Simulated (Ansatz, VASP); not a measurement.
# Mg2Si3N3: VASP beside Ansatz

```
Mg Si N
1.0
     0.00000    3.71449    5.91200
     2.93603    0.00000    5.91200
     2.93603    3.71449    0.00000
Mg Si N
2 3 3
Direct
  0.75000 0.75000 0.75000
  0.25000 0.25000 0.25000
  0.50000 0.50000 0.50000
  0.00000 0.00000 0.50000
  0.50000 0.50000 0.00000
  0.00000 0.00000 0.00000
  0.50000 0.00000 0.50000
  0.00000 0.50000 0.00000
```

Alike in both runs: functional PBE; k mesh 4 × 4 × 4; occupations gaussian, width 0.2 eV; no spin polarisation.

Ansatz relaxed the structure, and its values are those at the end. VASP's run is a single point on that final structure, the one shown.

|  | VASP | Ansatz |
| --- | --- | --- |
| version | VASP 6.6.1 | Ansatz 0.2.0 |
| potentials or method | VASP PAW PBE potentials, release 64 (Mg, Si, N), cutoff 600 eV | scalar-relativistic, plane waves, PAW |
| valence electrons in the cell | 31 | 47 |

|  | VASP | Ansatz | Ansatz less VASP |
| --- | --- | --- | --- |
| gap on the k mesh at the Fermi level (eV) | none | none | - |
| pressure (GPa) | -0.2 | -0.1 | +0.03 |

A gap of «none» marks a metal or a gap that the smearing closes. VASP's potentials hold 31 valence electrons a cell and Ansatz's 47, so a difference there can come from the potentials and not from the codes.

The k mesh is coarse, so the values compare programs but aren't converged.
